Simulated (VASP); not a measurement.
# Co (P6_3/mmc) in VASP: a series of runs

Co is run at these levels: LDA; tasks: relaxation of shape and atoms at fixed volume.

Everything below comes from runs of VASP 6.6.1. Logs are shortened: lines on timing, memory, paths and dates and some standing lists are left out, and cuts for length are marked.

## (1) The cell of the first run

It takes space group P6_3/mmc (No. 194, hexagonal). Conventional cell: a = 2.254 Å, b = 2.254 Å, c = 3.638 Å, α = 90.00°, β = 90.00°, γ = 120.00°. Within 3.0 Å of Co (site symmetry -6m2) lie 12 Co at 2.24 to 2.25 Å.

## (2) Relaxation of shape and atoms at fixed volume, LDA, collinear spin, ferromagnetic start

File INCAR:

```
SYSTEM = Co
PREC = Accurate
ENCUT = 600
EDIFF = 1E-6
ISMEAR = -1
SIGMA = 0.08
LREAL = .False.
LASPH = .True.
NELM = 150
ALGO = Normal
ISIF = 4
LWAVE = .False.
LCHARG = .False.
ISPIN = 2
MAGMOM = 1.7 1.7
LORBIT = 11
LMAXMIX = 4
IBRION = 2
NSW = 50
EDIFFG = -0.005
```

File KPOINTS:

```
regular mesh
0
Gamma
  19 19 11
  0 0 0
```

File POSCAR:

```
Co
1.0
    2.2540980233      0.0000000000      0.0000000000
   -1.1270490117      1.9521061508      0.0000000000
    0.0000000000      0.0000000000      3.6379469336
Co
2
Direct
    0.3333333333      0.6666666667      0.2500000000
    0.6666666667      0.3333333333      0.7500000000
```

Potentials or basis: VASP PAW LDA potentials, release 64 (Co).

Started as:

```console
cat potpaw_LDA.64/Co/POTCAR > POTCAR
mpirun -np 1 vasp_std > vasp.out
```

OUTCAR:

```text
SYSTEM = Co
   PREC = Accurate
   ENCUT = 600
   EDIFF = 1E-6
   ISMEAR = -1
   LREAL = .False.
   LASPH = .True.
   NELM = 150
   ISIF = 4
   ISPIN = 2
   LORBIT = 11
   IBRION = 2
   NSW = 50
   EDIFFG = -0.005

 ion  position               nearest neighbor table
   1  0.333  0.667  0.250-   2 2.24   2 2.24   2 2.24   2 2.24   2 2.24   2 2.24
   2  0.667  0.333  0.750-   1 2.24   1 2.24   1 2.24   1 2.24   1 2.24   1 2.24

  LATTYP: Found a hexagonal cell.
 ALAT       =     2.2540980233
 C/A-ratio  =     1.6139257903

  Lattice vectors:

 A1 = (   2.2540980233,   0.0000000000,   0.0000000000)
 A2 = (  -1.1270490117,   1.9521061508,   0.0000000000)
 A3 = (   0.0000000000,   0.0000000000,   3.6379469336)

Analysis of symmetry for initial positions (statically):
=====================================================================
 Subroutine PRICEL returns:
 Original cell was already a primitive cell.

 Routine SETGRP: Setting up the symmetry group for a
 hexagonal supercell.

 Subroutine GETGRP returns: Found 24 space group operations
 (whereof 12 operations were pure point group operations)
 out of a pool of 24 trial point group operations.

The static configuration has the point symmetry D_3d.
 The point group associated with its full space group is D_6h.

Analysis of symmetry for dynamics (positions and initial velocities):
=====================================================================
 Subroutine PRICEL returns:
 Original cell was already a primitive cell.

 Routine SETGRP: Setting up the symmetry group for a
 hexagonal supercell.

 Subroutine GETGRP returns: Found 24 space group operations
 (whereof 12 operations were pure point group operations)
 out of a pool of 24 trial point group operations.

The dynamic configuration has the point symmetry D_3d.
 The point group associated with its full space group is D_6h.

Analysis of structural, dynamic, and magnetic symmetry:
=====================================================================
 Subroutine PRICEL returns:
 Original cell was already a primitive cell.

 Routine SETGRP: Setting up the symmetry group for a
 hexagonal supercell.

 Subroutine GETGRP returns: Found 24 space group operations
 (whereof 12 operations were pure point group operations)
 out of a pool of 24 trial point group operations.

The overall configuration has the point symmetry D_3d.
 The point group associated with its full space group is D_6h.

 Subroutine INISYM returns: Found 24 space group operations
 (whereof 12 operations are pure point group operations),
 and found     1 'primitive' translations

----------------------------------------------------------------------------------------

                                     Primitive cell

  volume of cell :      16.0078

  direct lattice vectors                    reciprocal lattice vectors
     2.254098023  0.000000000  0.000000000     0.443636430  0.256133612  0.000000000
    -1.127049012  1.952106151  0.000000000     0.000000000  0.512267225  0.000000000
     0.000000000  0.000000000  3.637946934     0.000000000  0.000000000  0.274880315

  length of vectors
     2.254098023  2.254098023  3.637946934     0.512267225  0.512267225  0.274880315

  position of ions in fractional coordinates (direct lattice)
     0.333333333  0.666666667  0.250000000
     0.666666667  0.333333333  0.750000000

  ion indices of the primitive-cell ions
   primitive index   ion index
                 1           1
                 2           2

----------------------------------------------------------------------------------------

 KPOINTS: regular mesh

Automatic generation of k-mesh.
 Grid dimensions read from file:
 generate k-points for:   19   19   11

 Generating k-lattice:

  Cartesian coordinates                     Fractional coordinates (reciprocal lattice)
     0.023349286  0.013480716  0.000000000     0.052631579  0.000000000  0.000000000
     0.000000000  0.026961433  0.000000000     0.000000000  0.052631579  0.000000000
     0.000000000  0.000000000  0.024989120     0.000000000  0.000000000  0.090909091

  Length of vectors
     0.026961433  0.026961433  0.024989120

  Shift w.r.t. Gamma in fractional coordinates (k-lattice)
     0.000000000  0.000000000  0.000000000

 Subroutine IBZKPT returns following result:
 ===========================================

 Found    240 irreducible k-points:

 Following reciprocal coordinates:
            Coordinates               Weight
  0.000000  0.000000  0.000000      1.000000
  0.052632  0.000000  0.000000      6.000000
  0.105263  0.000000  0.000000      6.000000
  0.157895  0.000000  0.000000      6.000000
  0.210526 -0.000000  0.000000      6.000000
  0.263158  0.000000  0.000000      6.000000
[... 16 lines left out ...]
  0.263158  0.105263  0.000000     12.000000
  0.315789  0.105263  0.000000     12.000000
 [... further k-points ...]
   k-points           NKPTS =    240   k-points in BZ     NKDIM =    240   number of bands    NBANDS=     15
   number of dos      NEDOS =    301   number of ions     NIONS =      2
   total plane-waves  NPLWV =   9720
   dimension x,y,z NGX =    18 NGY =   18 NGZ =   30
   dimension x,y,z NGXF=    36 NGYF=   36 NGZF=   60
   ions per type =               2
   NGX,Y,Z   is equivalent  to a cutoff of  13.28, 13.28, 13.71 a.u.
   NGXF,Y,Z  is equivalent  to a cutoff of  26.55, 26.55, 27.42 a.u.
 SYSTEM =  Co
   PREC   = accura    normal or accurate (medium, high low for compatibility)
   ISTART =      0    job   : 0-new  1-cont  2-samecut
   ICHARG =      2    charge: 1-file 2-atom 10-const
   ISPIN  =      2    spin polarized calculation?
   LNONCOLLINEAR =      F non collinear calculations
   LSORBIT =      F    spin-orbit coupling
   LASPH  =      T    aspherical Exc in radial PAW
   ENCUT  =  600.0 eV  44.10 Ry    6.64 a.u.   4.50  4.50  7.27*2*pi/ulx,y,z
   NELM   =    150;   NELMIN=  2; NELMDL= -5     # of ELM steps
   EDIFF  = 0.1E-05   stopping-criterion for ELM
   LREAL  =      F    real-space projection
   EDIFFG = -.5E-02   stopping-criterion for IOM
   NSW    =     50    number of steps for IOM
   IBRION =      2    ionic relax: 0-MD 1-quasi-New 2-CG
   NFREE  =      1    steps in history (QN), initial steepest desc. (CG)
   ISIF   =      4    stress and relaxation
   ISYM   =      2    0-nonsym 1-usesym 2-fastsym
   POTIM  = 0.5000    time-step for ionic-motion
   TEBEG  =    0.0;   TEEND  =   0.0 temperature during run
   PSTRESS=    0.0 pullay stress
   NELECT =      18.0000    total number of electrons
   NUPDOWN=      -1.0000    fix difference up-down
   EMIN   =  10.00;   EMAX   =-10.00  energy-range for DOS
   EFERMI =   0.00;   METHOD = LEGACY
   ISMEAR =    -1;   SIGMA  =   0.08  broadening in eV -4-tet -1-fermi 0-gaus
   EFERMI_NEDOS =   21; number of points for ismear=-14 and -15
   IALGO  =     38    algorithm
   IMIX   =      4    mixing-type and parameters
     AMIX     =   0.40;   BMIX     =  1.00
     AMIX_MAG =   1.60;   BMIX_MAG =  1.00
  volume/ion in A,a.u.               =       8.00        54.01
  Fermi-wavevector in a.u.,A,eV,Ry     =   1.702373  3.217019 39.430703  2.898075
  Thomas-Fermi vector in A             =   2.782155
   LORBIT       =     11    0 simple, 1 ext, 2 COOP (PROOUT), +10 PAW based schemes
   GGA     = CA    functional components
   LHFCALC =     F    Hartree Fock is set to
   AEXX    =    0.0000 exact exchange contribution
   IVDW    =     0    specifies the selected vdW correction
   LEPSILON=     F    determine dielectric tensor
   LRPA    =     F    only Hartree local field effects (RPA)
 conjugate gradient relaxation of ions
 spin polarized calculation
  energy-cutoff  :      600.00
  volume of cell :       16.01
 maximum number of plane-waves:       553
 NGX is ok and might be reduce to    18
   NGX =  9   NGY =  9   NGZ = 15

--------------------------------------- Ionic step        1  -------------------------------------------

 number of electron      18.0000011 magnetization       0.0186688

 number of electron      18.0000011 magnetization      -0.0260614

 Free energy of the ion-electron system (eV)
  ---------------------------------------------------
  ext. energy  EPLUGINS =         0.00000000
  ---------------------------------------------------
  free energy    TOTEN  =       -15.40595658 eV

  energy without entropy =      -15.32588993  energy(sigma->0) =      -15.36592325

------------------------ aborting loop because EDIFF is reached ----------------------------------------

  FORCE on cell =-STRESS in cart. coord.  units (eV):
  Direction    XX          YY          ZZ          XY          YZ          ZX
  --------------------------------------------------------------------------------------
  -------------------------------------------------------------------------------------
  Total        8.5964647      8.5964647      8.6934759     -0.0000000     -0.0000000      0.0000000
  in kB      860.3949970    860.3949970    870.1045641     -0.0000000     -0.0000000      0.0000000
  external PRESSURE =     863.6315193 kB  Pullay stress =       0.0000000 kB

 VOLUME and BASIS-vectors are now :
 -----------------------------------------------------------------------------
  energy-cutoff  :      600.00
  volume of cell :       16.01
      direct lattice vectors                 reciprocal lattice vectors
     2.254098023  0.000000000  0.000000000     0.443636430  0.256133612  0.000000000
    -1.127049012  1.952106151  0.000000000     0.000000000  0.512267225  0.000000000
     0.000000000  0.000000000  3.637946934     0.000000000  0.000000000  0.274880315
[... 37 lines left out ...]
 POSITION                                       TOTAL-FORCE (eV/Angst)
 -----------------------------------------------------------------------------------
     -0.00000      1.30039      0.91091         0.000000     -0.000000      0.000000
      1.12617      0.65019      2.73272        -0.000000      0.000000      0.000000
 -----------------------------------------------------------------------------------
    total drift:                                0.000000     -0.000000     -0.000000

  FREE ENERGIE OF THE ION-ELECTRON SYSTEM (eV)
  ---------------------------------------------------
  free  energy   TOTEN  =       -15.4059879447 eV

  energy  without entropy=      -15.3260602944  energy(sigma->0) =      -15.36602412

--------------------------------------- Ionic step        3  -------------------------------------------

 number of electron      18.0000011 magnetization      -0.0123325

 Free energy of the ion-electron system (eV)
  ---------------------------------------------------
  ext. energy  EPLUGINS =         0.00000000
  ---------------------------------------------------
  free energy    TOTEN  =       -15.40600461 eV

  energy without entropy =      -15.32602745  energy(sigma->0) =      -15.36601603

 E-fermi :  15.3033     XC(G=0): -15.6312

 val. band max:       15.3025617208   @ k =   0.2632   0.0000   0.3636
 cond. band min:      15.3071964586   @ k =   0.3684   0.0526   0.0000
 fundamental gap:      0.0046347378
 Fermi energy:        15.3032541805

 spin component 1

 k-point     1 :       0.0000    0.0000    0.0000
  band No.  band energies     occupation
      1       4.3586      1.00000
      2       8.5413      1.00000
      3      12.4480      1.00000
      4      12.4906      1.00000
      5      12.4906      1.00000
      6      13.0390      1.00000
      7      13.0390      1.00000
      8      13.6223      1.00000
      9      13.6223      1.00000
     10      15.0226      0.97093
     11      15.4407      0.15207
     12      15.4407      0.15207
     13      25.0743      0.00000
     14      39.5339      0.00000
     15      43.6511      0.00000
[... 397 lines left out ...]
 k-point    24 :       0.3158    0.1053    0.0000
  band No.  band energies     occupation
      1       8.8410      1.00000
      2       9.5806      1.00000
      3       9.7697      1.00000
      4      11.2918      1.00000
      5      12.1785      1.00000
      6      12.8158      1.00000
      7      12.8572      1.00000
      8      14.7729      0.99868
      9      15.3338      0.40579
     10      15.7289      0.00487
     11      16.3794      0.00000
     12      24.4177      0.00000
     13      25.4024      0.00000
     14      28.1843      0.00000
     15      32.0780      0.00000

 [... further k-points ...]

 spin component 2

 k-point     1 :       0.0000    0.0000    0.0000
  band No.  band energies     occupation
      1       4.3577      1.00000
      2       8.5376      1.00000
      3      12.4422      1.00000
      4      12.4850      1.00000
      5      12.4850      1.00000
      6      13.0333      1.00000
      7      13.0333      1.00000
      8      13.6160      1.00000
      9      13.6160      1.00000
     10      15.0215      0.97130
     11      15.4340      0.16332
     12      15.4340      0.16332
     13      25.0702      0.00000
     14      39.5334      0.00000
     15      43.6524      0.00000
[... 436 lines left out ...]
 POSITION                                       TOTAL-FORCE (eV/Angst)
 -----------------------------------------------------------------------------------
     -0.00000      1.30076      0.91038        -0.000000      0.000000      0.000000
      1.12649      0.65038      2.73115         0.000000     -0.000000      0.000000
 -----------------------------------------------------------------------------------
    total drift:                                0.000000     -0.000000     -0.000000

  FREE ENERGIE OF THE ION-ELECTRON SYSTEM (eV)
  ---------------------------------------------------
  free  energy   TOTEN  =       -15.4060046060 eV

  energy  without entropy=      -15.3260274524  energy(sigma->0) =      -15.36601603

 reached required accuracy - stopping structural energy minimisation

 total charge

# of ion       s       p       d       tot
------------------------------------------
    1        0.641   0.847   7.575   9.063
    2        0.641   0.847   7.575   9.063
--------------------------------------------------
tot          1.282   1.695  15.149  18.126

 magnetization (x)

# of ion       s       p       d       tot
------------------------------------------
    1        0.000   0.000  -0.006  -0.006
    2        0.000   0.000  -0.006  -0.006
--------------------------------------------------
tot          0.000   0.000  -0.012  -0.012
```

Wall time 8 min (1 thread of Intel Xeon 8259CL, shared host); peak memory 0.22 GiB.

What came out:

```yaml
Free_energy: -15.4060 eV
Energy_gained_by_relaxing: 0.0 meV/atom
Ionic_steps: 3
Pressure_after_relaxing: 86.4 GPa
Band_gap_on_the_k_mesh: zero (filled and empty bands overlap)
Net_moment: -0.01 μB per cell
```

Final structure:
```cif
data_structure
_symmetry_space_group_name_H-M 'P 1'
_symmetry_Int_Tables_number 1
_cell_length_a 2.2530
_cell_length_b 2.2530
_cell_length_c 3.6415
_cell_angle_alpha 90.000
_cell_angle_beta 90.000
_cell_angle_gamma 120.000
_cell_volume 16.01
loop_
_atom_site_label
_atom_site_type_symbol
_atom_site_fract_x
_atom_site_fract_y
_atom_site_fract_z
_atom_site_occupancy
Co1 Co 0.33333 0.66667 0.25000 1
Co2 Co 0.66667 0.33333 0.75000 1
```

Caveat: the starting moments collapsed, and a magnetic state may lie lower.

## (3) Relaxation of shape and atoms at fixed volume, LDA, collinear spin, ferromagnetic start

This run uses another cell than the first one, of 7.20 Å³/atom, 0.900 times its volume.

File INCAR:

```
PREC = Accurate
ENCUT = 600
EDIFF = 1E-7
ISMEAR = -1
SIGMA = 0.08
LREAL = False
LASPH = True
NELM = 150
ALGO = Normal
ISIF = 4
LWAVE = False
LCHARG = False
ISPIN = 2
MAGMOM = 1.7 1.7
LORBIT = 11
LMAXMIX = 4
IBRION = 2
NSW = 50
EDIFFG = -0.005
```

File KPOINTS:

```
regular mesh
0
Gamma
  19 19 11
```

File POSCAR:

```
Co
1.0
    2.1763077134      0.0000000000      0.0000000000
   -1.0881538567      1.8847377662      0.0000000000
    0.0000000000      0.0000000000      3.5123991461
Co
2
Direct
    0.3333333333      0.6666666667      0.2500000000
    0.6666666667      0.3333333333      0.7500000000
```

Potentials or basis: VASP PAW LDA potentials, release 64 (Co).

Started as:

```console
cat potpaw_LDA.64/Co/POTCAR > POTCAR
mpirun -np 1 vasp_std > vasp.out
```

Wall time 2.8 min (1 thread of Intel Xeon Platinum 8488C (Sapphire Rapids), shared host); peak memory 0.2 GiB.

It converged, with:

```yaml
Free_energy: -14.1367 eV
Energy_gained_by_relaxing: 0.1 meV/atom
Ionic_steps: 3
Pressure_after_relaxing: 174.8 GPa
Band_gap_on_the_k_mesh: zero (filled and empty bands overlap)
Net_moment: 0.00 μB per cell
```

The path:
```csv
step,energy change (eV),largest force (eV/Å),pressure (GPa),volume (Å³)
1,0.0000,0.0000,174.73,14.41
2,0.0000,0.0000,174.75,14.41
3,-0.0002,0.0000,174.77,14.41
```

Final structure:
```
CELL_PARAMETERS angstrom
2.17439 0.00000 0.00000
-1.08719 1.88307 0.00000
0.00000 0.00000 3.51861
ATOMIC_POSITIONS crystal
Co 0.33333 0.66667 0.25000
Co 0.66667 0.33333 0.75000
```

Levels at points of the mesh, in eV from the Fermi level:
Spin up:
| k point | band 5 | band 6 | band 7 | band 8 | band 9 | band 10 | band 11 | band 12 | band 13 | band 14 |
| --- | --- | --- | --- | --- | --- | --- | --- | --- | --- | --- |
| (0.00, 0.00, 0.00) | -3.31 | -2.66 | -2.66 | -1.97 | -1.97 | -0.34 | 0.15 | 0.15 | 11.01 | 24.90 |
Spin down:
```tsv
k point	band 5	band 6	band 7	band 8	band 9	band 10	band 11	band 12	band 13	band 14
(0.00, 0.00, 0.00)	-3.31	-2.66	-2.66	-1.97	-1.97	-0.34	0.15	0.15	11.01	24.90
```

Caveat: the starting moments collapsed, and a magnetic state may lie lower.
